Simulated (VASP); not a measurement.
Crystal: Ge3W2.

```
Ge W
1.0
     3.99983    0.00000    0.00000
     0.00000    3.99983    0.00000
     0.00000    0.00000    3.99983
Ge W
3 2
Direct
  0.50000 0.00000 0.00000
  0.00000 0.50000 0.00000
  0.00000 0.00000 0.50000
  0.50000 0.50000 0.50000
  0.00000 0.00000 0.00000
```

```yaml
Program: VASP 6.6.1
Task: relaxation of cell and atoms
Functional: PBE
Potentials_or_basis: VASP PAW PBE potentials, release 64 (Ge_d, W_sv)
Cutoff: 600 eV
k_mesh: 4 × 4 × 4
Occupations: gaussian, width 0.1 eV
Spin: no spin polarisation
```

At the start: pressure 160.0 GPa; volume 12.80 Å³/atom.

**Question.** Where does the relaxation end?

**Answer.** Over 6 steps the energy falls by 2875.6 meV/atom and the volume is 22.23 Å³/atom (+73.7 %); space group Pm-3m (No. 221, to 0.05 Å).

Step by step:
| step | energy change (eV) | largest force (eV/Å) | pressure (GPa) | volume (Å³) |
| --- | --- | --- | --- | --- |
| 1 | 0.0000 | 0.0000 | 159.97 | 63.99 |
| 2 | 0.6344 | 0.0000 | -21.75 | 270.30 |
| 3 | -13.6644 | 0.0000 | -10.23 | 129.80 |
| 4 | -14.1685 | 0.0000 | -6.45 | 120.63 |
| 5 | -14.3704 | 0.0000 | 1.45 | 109.26 |
| 6 | -14.3780 | 0.0000 | -0.14 | 111.14 |

Final structure:
```
CELL_PARAMETERS angstrom
4.80792 0.00000 0.00000
0.00000 4.80792 0.00000
0.00000 0.00000 4.80792
ATOMIC_POSITIONS crystal
Ge 0.50000 0.00000 0.00000
Ge 0.00000 0.50000 0.00000
Ge 0.00000 0.00000 0.50000
W 0.50000 0.50000 0.50000
W 0.00000 0.00000 0.00000
```

Caveat: the k points lie up to 0.33 Å⁻¹ apart in the final cell; the volume moved by over 15 % at a fixed basis, so the end points are rough.
